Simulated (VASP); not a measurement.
The system is FeCo3.

```
CELL_PARAMETERS angstrom
3.53570 0.00000 0.00000
0.00000 3.53570 0.00000
0.00000 0.00000 3.53570
ATOMIC_POSITIONS crystal
Fe 0.00000 0.00000 0.00000
Co 0.50000 0.50000 0.00000
Co 0.50000 0.00000 0.50000
Co 0.00000 0.50000 0.50000
```

Base run:

```yaml
Program: VASP 6.6.1
Functional: PBEsol
Potentials_or_basis: VASP PAW PBE potentials, release 64 (Fe, Co)
Cutoff: 520 eV
k_mesh: 12 × 12 × 12
Occupations: gaussian, width 0.1 eV
Spin: no spin polarisation
```

Its results: band gap on the k mesh zero (an odd number of electrons rules out a gap without spin polarisation); pressure -26.0 GPa.

Task: The run is repeated on the same cell with these changes: functional from PBEsol to r2SCAN; further incar settings from ALGO = Fast; EDIFF = 1e-07; NBANDS = 26 to ALGO = Normal; EDIFF = 1e-07; NBANDS = 26. What comes out?

Result: Band gap on the k mesh zero (an odd number of electrons rules out a gap without spin polarisation); pressure -24.1 GPa.

Caveats: the cell stands under tension; the PAW data sets were made with another functional, which shifts forces and pressure a little; the run has no spin polarisation, though such a crystal can be magnetic.
